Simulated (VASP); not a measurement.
# HfC (Fm-3m) in VASP: a series of runs

Runs on HfC. Level: PBEsol. Tasks: relaxation of cell and atoms.

All numbers are computed with VASP 6.6.1; they aren't measurements. Logs are shortened: lines on timing, memory, paths and dates and some standing lists are left out, and cuts for length are marked.

### 1 The cell of the first run

It takes space group Fm-3m (No. 225, cubic). The conventional cell has a = 4.607 Å, b = 4.607 Å, c = 4.607 Å, α = 90.00°, β = 90.00°, γ = 90.00°. Hf (site symmetry m-3m) has 6 C at 2.30 Å within 3.0 Å. C (site symmetry m-3m) has 6 Hf at 2.30 Å within 3.0 Å.

### 2 Relaxation of cell and atoms, PBEsol, target pressure 10 GPa, at which the enthalpy is minimised

Input file INCAR:

```
SYSTEM = HfC
  PREC = Accurate
  ENCUT = 600
  EDIFF = 1E-7
  ISMEAR = -1
  SIGMA = 0.1
  LREAL = .False.
  LASPH = .True.
  NELM = 60
  ALGO = Normal
  ISIF = 3
  LWAVE = .False.
  LCHARG = .False.
  GGA = PS
  IBRION = 2
  NSW = 100
  EDIFFG = -0.002
  PSTRESS = 100.0
```

Input file KPOINTS:

```
Automatic mesh
0
Gamma
  18 18 18
  0 0 0
```

Input file POSCAR:

```
HfC
1.0
    0.0000000000      2.3036722454      2.3036722454
    2.3036722454      0.0000000000      2.3036722454
    2.3036722454      2.3036722454      0.0000000000
Hf C
1 1
Direct
    0.5000000000      0.5000000000      0.5000000000
    0.0000000000      0.0000000000      0.0000000000
```

Potentials or basis: VASP PAW PBE potentials, release 64 (Hf_pv, C).

The run is started by

```console
$ cat potpaw_PBE.64/Hf_pv/POTCAR potpaw_PBE.64/C/POTCAR > POTCAR
$ mpirun -np 1 vasp_std > vasp.out
```

OUTCAR:

```text
SYSTEM = HfC
   PREC = Accurate
   ENCUT = 600
   EDIFF = 1E-7
   ISMEAR = -1
   LREAL = .False.
   LASPH = .True.
   NELM = 60
   ISIF = 3
   GGA = PS
   IBRION = 2
   NSW = 100
   EDIFFG = -0.002
   PSTRESS = 100.0

 ion  position               nearest neighbor table
   1  0.500  0.500  0.500-   2 2.30   2 2.30   2 2.30   2 2.30   2 2.30   2 2.30
   2  0.000  0.000  0.000-   1 2.30   1 2.30   1 2.30   1 2.30   1 2.30   1 2.30

  LATTYP: Found a face centered cubic cell.
 ALAT       =     4.6073444908

  Lattice vectors:

 A1 = (   0.0000000000,   2.3036722454,   2.3036722454)
 A2 = (   2.3036722454,   0.0000000000,   2.3036722454)
 A3 = (   2.3036722454,   2.3036722454,   0.0000000000)

Analysis of symmetry for initial positions (statically):
=====================================================================
 Subroutine PRICEL returns:
 Original cell was already a primitive cell.

 Routine SETGRP: Setting up the symmetry group for a
 face centered cubic supercell.

 Subroutine GETGRP returns: Found 48 space group operations
 (whereof 48 operations were pure point group operations)
 out of a pool of 48 trial point group operations.

The static configuration has the point symmetry O_h .

Analysis of symmetry for dynamics (positions and initial velocities):
=====================================================================
 Subroutine PRICEL returns:
 Original cell was already a primitive cell.

 Routine SETGRP: Setting up the symmetry group for a
 face centered cubic supercell.

 Subroutine GETGRP returns: Found 48 space group operations
 (whereof 48 operations were pure point group operations)
 out of a pool of 48 trial point group operations.

The dynamic configuration has the point symmetry O_h .

 Subroutine INISYM returns: Found 48 space group operations
 (whereof 48 operations are pure point group operations),
 and found     1 'primitive' translations

----------------------------------------------------------------------------------------

                                     Primitive cell

  volume of cell :      24.4507

  direct lattice vectors                    reciprocal lattice vectors
     0.000000000  2.303672245  2.303672245    -0.217044765  0.217044765  0.217044765
     2.303672245  0.000000000  2.303672245     0.217044765 -0.217044765  0.217044765
     2.303672245  2.303672245  0.000000000     0.217044765  0.217044765 -0.217044765

  length of vectors
     3.257884533  3.257884533  3.257884533     0.375932560  0.375932560  0.375932560

  position of ions in fractional coordinates (direct lattice)
     0.500000000  0.500000000  0.500000000
     0.000000000  0.000000000  0.000000000

  ion indices of the primitive-cell ions
   primitive index   ion index
                 1           1
                 2           2

----------------------------------------------------------------------------------------

 KPOINTS: Automatic mesh

Automatic generation of k-mesh.
 Grid dimensions read from file:
 generate k-points for:   18   18   18

 Generating k-lattice:

  Cartesian coordinates                     Fractional coordinates (reciprocal lattice)
    -0.012058042  0.012058042  0.012058042     0.055555556  0.000000000  0.000000000
     0.012058042 -0.012058042  0.012058042     0.000000000  0.055555556  0.000000000
     0.012058042  0.012058042 -0.012058042     0.000000000  0.000000000  0.055555556

  Length of vectors
     0.020885142  0.020885142  0.020885142

  Shift w.r.t. Gamma in fractional coordinates (k-lattice)
     0.000000000  0.000000000  0.000000000

 Subroutine IBZKPT returns following result:
 ===========================================

 Found    195 irreducible k-points:

 Following reciprocal coordinates:
            Coordinates               Weight
  0.000000  0.000000  0.000000      1.000000
  0.055556  0.000000  0.000000      8.000000
  0.111111  0.000000  0.000000      8.000000
  0.166667  0.000000  0.000000      8.000000
  0.222222  0.000000  0.000000      8.000000
  0.277778  0.000000  0.000000      8.000000
[... 16 lines left out ...]
 -0.277778  0.055556  0.000000     24.000000
 -0.222222  0.055556  0.000000     24.000000
 [... further k-points ...]
   k-points           NKPTS =    195   k-points in BZ     NKDIM =    195   number of bands    NBANDS=     11
   number of dos      NEDOS =    301   number of ions     NIONS =      2
   total plane-waves  NPLWV =  21952
   dimension x,y,z NGX =    28 NGY =   28 NGZ =   28
   dimension x,y,z NGXF=    56 NGYF=   56 NGZF=   56
   ions per type =               1   1
   NGX,Y,Z   is equivalent  to a cutoff of  14.29, 14.29, 14.29 a.u.
   NGXF,Y,Z  is equivalent  to a cutoff of  28.58, 28.58, 28.58 a.u.
 SYSTEM =  HfC
   PREC   = accura    normal or accurate (medium, high low for compatibility)
   ISTART =      0    job   : 0-new  1-cont  2-samecut
   ICHARG =      2    charge: 1-file 2-atom 10-const
   ISPIN  =      1    spin polarized calculation?
   LNONCOLLINEAR =      F non collinear calculations
   LSORBIT =      F    spin-orbit coupling
   LASPH  =      T    aspherical Exc in radial PAW
   ENCUT  =  600.0 eV  44.10 Ry    6.64 a.u.   6.51  6.51  6.51*2*pi/ulx,y,z
   NELM   =     60;   NELMIN=  2; NELMDL= -5     # of ELM steps
   EDIFF  = 0.1E-06   stopping-criterion for ELM
   LREAL  =      F    real-space projection
   EDIFFG = -.2E-02   stopping-criterion for IOM
   NSW    =    100    number of steps for IOM
   IBRION =      2    ionic relax: 0-MD 1-quasi-New 2-CG
   NFREE  =      1    steps in history (QN), initial steepest desc. (CG)
   ISIF   =      3    stress and relaxation
   ISYM   =      2    0-nonsym 1-usesym 2-fastsym
   POTIM  = 0.5000    time-step for ionic-motion
   TEBEG  =    0.0;   TEEND  =   0.0 temperature during run
   PSTRESS=  100.0 pullay stress
   NELECT =      14.0000    total number of electrons
   NUPDOWN=      -1.0000    fix difference up-down
   EMIN   =  10.00;   EMAX   =-10.00  energy-range for DOS
   EFERMI =   0.00;   METHOD = LEGACY
   ISMEAR =    -1;   SIGMA  =   0.10  broadening in eV -4-tet -1-fermi 0-gaus
   EFERMI_NEDOS =   21; number of points for ismear=-14 and -15
   IALGO  =     38    algorithm
   IMIX   =      4    mixing-type and parameters
     AMIX     =   0.40;   BMIX     =  1.00
     AMIX_MAG =   1.60;   BMIX_MAG =  1.00
  volume/ion in A,a.u.               =      12.23        82.50
  Fermi-wavevector in a.u.,A,eV,Ry     =   1.359419  2.568930 25.143856  1.848021
  Thomas-Fermi vector in A             =   2.486169
   LORBIT       =      0    0 simple, 1 ext, 2 COOP (PROOUT), +10 PAW based schemes
   GGA     = PS    functional components
   LHFCALC =     F    Hartree Fock is set to
   AEXX    =    0.0000 exact exchange contribution
   IVDW    =     0    specifies the selected vdW correction
   LEPSILON=     F    determine dielectric tensor
   LRPA    =     F    only Hartree local field effects (RPA)
 conjugate gradient relaxation of ions
 non-spin polarized calculation
  energy-cutoff  :      600.00
  volume of cell :       24.45
 maximum number of plane-waves:       869
 NGX is ok and might be reduce to    28
   NGX = 13   NGY = 13   NGZ = 13

--------------------------------------- Ionic step        1  -------------------------------------------

 number of electron      13.9999999 magnetization

 Free energy of the ion-electron system (eV)
  ---------------------------------------------------
  ext. energy  EPLUGINS =         0.00000000
  ---------------------------------------------------
  free energy    TOTEN  =       -22.20144447 eV

  energy without entropy =      -22.19198329  energy(sigma->0) =      -22.19671388

------------------------ aborting loop because EDIFF is reached ----------------------------------------

  FORCE on cell =-STRESS in cart. coord.  units (eV):
  Direction    XX          YY          ZZ          XY          YZ          ZX
  --------------------------------------------------------------------------------------
  -------------------------------------------------------------------------------------
  Total       -0.0675993     -0.0675993     -0.0675993     -0.0000000     -0.0000000      0.0000000
  in kB       -4.4295595     -4.4295595     -4.4295595     -0.0000000     -0.0000000      0.0000000
  external PRESSURE =    -104.4295595 kB  Pullay stress =     100.0000000 kB

 VOLUME and BASIS-vectors are now :
 -----------------------------------------------------------------------------
  energy-cutoff  :      600.00
  volume of cell :       24.45
      direct lattice vectors                 reciprocal lattice vectors
     0.000000000  2.303672245  2.303672245    -0.217044765  0.217044765  0.217044765
     2.303672245  0.000000000  2.303672245     0.217044765 -0.217044765  0.217044765
     2.303672245  2.303672245  0.000000000     0.217044765  0.217044765 -0.217044765
[... 84 lines left out ...]
  FREE ENERGIE OF THE ION-ELECTRON SYSTEM (eV)
  ---------------------------------------------------
  free  energy   TOTEN  =       -22.1765155935 eV

  energy  without entropy=      -22.1670860164  energy(sigma->0) =      -22.17180080

  enthalpy is  TOTEN    =       -20.7062058876 eV   P V=        1.4703097059

--------------------------------------- Ionic step        4  -------------------------------------------

 number of electron      13.9999999 magnetization

 Free energy of the ion-electron system (eV)
  ---------------------------------------------------
  ext. energy  EPLUGINS =         0.00000000
  ---------------------------------------------------
  free energy    TOTEN  =       -22.17518472 eV

  energy without entropy =      -22.16575591  energy(sigma->0) =      -22.17047032

 E-fermi :   6.3180     XC(G=0): -12.7476

 val. band max:        6.3077856300   @ k =   0.4444   0.3889   0.0000
 cond. band min:       6.3180508214   @ k =   0.5000   0.5000   0.0000
 fundamental gap:      0.0102651914
 Fermi energy:         6.3180181981

 k-point     1 :       0.0000    0.0000    0.0000
  band No.  band energies     occupation
      1     -22.8598      2.00000
      2     -22.8598      2.00000
      3     -22.8598      2.00000
      4      -6.3020      2.00000
      5       7.3833      0.00005
      6       7.3833      0.00005
      7       7.3833      0.00005
      8       7.6786      0.00000
      9       7.6786      0.00000
     10       7.6786      0.00000
     11       9.8883      0.00000

 k-point     2 :       0.0556    0.0000    0.0000
  band No.  band energies     occupation
      1     -22.8886      2.00000
      2     -22.8624      2.00000
      3     -22.8624      2.00000
      4      -6.2144      2.00000
      5       6.6778      0.05329
      6       6.9048      0.00564
      7       6.9048      0.00564
      8       7.8942      0.00000
      9       7.8942      0.00000
     10       8.1869      0.00000
     11      10.3269      0.00000
[... 295 lines left out ...]
 k-point    24 :      -0.2222    0.0556    0.0000
  band No.  band energies     occupation
      1     -23.2930      2.00000
      2     -22.9317      2.00000
      3     -22.8891      2.00000
      4      -4.7678      2.00000
      5       3.2424      2.00000
      6       4.3370      2.00000
      7       4.6460      2.00000
      8       9.0438      0.00000
      9       9.2923      0.00000
     10      10.1017      0.00000
     11      13.3811      0.00000

 [... further k-points ...]

------------------------ aborting loop because EDIFF is reached ----------------------------------------

  FORCE on cell =-STRESS in cart. coord.  units (eV):
  Direction    XX          YY          ZZ          XY          YZ          ZX
  --------------------------------------------------------------------------------------
  -------------------------------------------------------------------------------------
  Total        1.4666809      1.4666809      1.4666809     -0.0000000     -0.0000000      0.0000000
  in kB       99.8450879     99.8450879     99.8450879     -0.0000000     -0.0000000      0.0000000
  external PRESSURE =      -0.1549121 kB  Pullay stress =     100.0000000 kB

 VOLUME and BASIS-vectors are now :
 -----------------------------------------------------------------------------
  energy-cutoff  :      600.00
  volume of cell :       23.54
      direct lattice vectors                 reciprocal lattice vectors
     0.000000000  2.274555331  2.274555331    -0.219823186  0.219823186  0.219823186
     2.274555331 -0.000000000  2.274555331     0.219823186 -0.219823186  0.219823186
     2.274555331  2.274555331 -0.000000000     0.219823186  0.219823186 -0.219823186

 POSITION                                       TOTAL-FORCE (eV/Angst)
 -----------------------------------------------------------------------------------
      2.27456      2.27456      2.27456        -0.000000     -0.000000     -0.000000
      0.00000      0.00000      0.00000         0.000000      0.000000      0.000000
 -----------------------------------------------------------------------------------
    total drift:                                0.000000      0.000000      0.000000

  FREE ENERGIE OF THE ION-ELECTRON SYSTEM (eV)
  ---------------------------------------------------
  free  energy   TOTEN  =       -22.1751847216 eV

  energy  without entropy=      -22.1657559124  energy(sigma->0) =      -22.17047032

  enthalpy is  TOTEN    =       -20.7062282353 eV   P V=        1.4689564863

 reached required accuracy - stopping structural energy minimisation
```

It took 3.6 min on 1 thread of Intel Xeon Platinum 8259CL at 2.50GHz (Skylake/Cascade Lake), shared host; peak memory 0.23 GiB.

What came out:

```
Free energy                                                : -22.1752 eV
Relaxed volume                                             : 11.77 Å³/atom
Relaxed cell                                               : a = 3.217 Å, b = 3.217 Å, c = 3.217 Å, α = 60.00°, β = 60.00°, γ = 60.00°
Space group after relaxing (to 0.1 Å)                      : Fm-3m (No. 225)
Energy change on relaxing (the run minimises the enthalpy) : +13.1 meV/atom
Ionic steps                                                : 4
Pressure after relaxing                                    : 10.0 GPa
Band gap on the k mesh                                     : zero (bands 7 and 8 overlap by 1.48 eV)
```

The path:
| step | energy change (eV) | largest force (eV/Å) | pressure (GPa) | volume (Å³) |
| --- | --- | --- | --- | --- |
| 1 | 0.0000 | 0.0000 | -0.44 | 24.45 |
| 2 | 0.2812 | 0.0000 | 37.19 | 21.74 |
| 3 | 0.0249 | 0.0000 | 9.71 | 23.56 |
| 4 | 0.0263 | 0.0000 | 9.98 | 23.54 |

Final structure:
```
CELL_PARAMETERS angstrom
0.00000 2.27456 2.27456
2.27456 0.00000 2.27456
2.27456 2.27456 0.00000
ATOMIC_POSITIONS crystal
Hf 0.50000 0.50000 0.50000
C 0.00000 0.00000 0.00000
```

Caveat: the cell is relaxed towards a set pressure, so the run minimises the enthalpy, not the energy; the PAW data sets were made with another functional, which shifts forces and pressure a little; spin-orbit coupling is left out, which moves the levels of the heavy elements.

(Part 1 of 2 ends here.)
